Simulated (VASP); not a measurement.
A run of VASP 6.6.1 is set up as follows.

Contents of INCAR:

```
PREC = Accurate
ENCUT = 520
EDIFF = 1E-6
ISMEAR = -1
SIGMA = 0.03
LREAL = F
LASPH = T
NELM = 100
ALGO = Fast
ISIF = 2
LWAVE = F
LCHARG = T
GGA = PE
LELF = T
LVHAR = T
NBANDS = 10
```

Contents of KPOINTS:

```
regular mesh
0
Gamma
  7 7 7
```

The input POSCAR:

```
Ir
1.0
    0.0000000000      1.9156000000      1.9156000000
    1.9156000000      0.0000000000      1.9156000000
    1.9156000000      1.9156000000      0.0000000000
Ir
1
Direct
    0.0000000000      0.0000000000      0.0000000000
```

Potentials or basis: VASP PAW PBE potentials, release 64 (Ir).

The run is started by

```sh
$ cat potpaw_PBE.64/Ir/POTCAR > POTCAR
$ mpirun -np 1 vasp_std > vasp.out
```

Problem. What does it give for the pressure?

Solution. 10.9 GPa.

Caveat: the k points lie up to 0.41 Å⁻¹ apart.
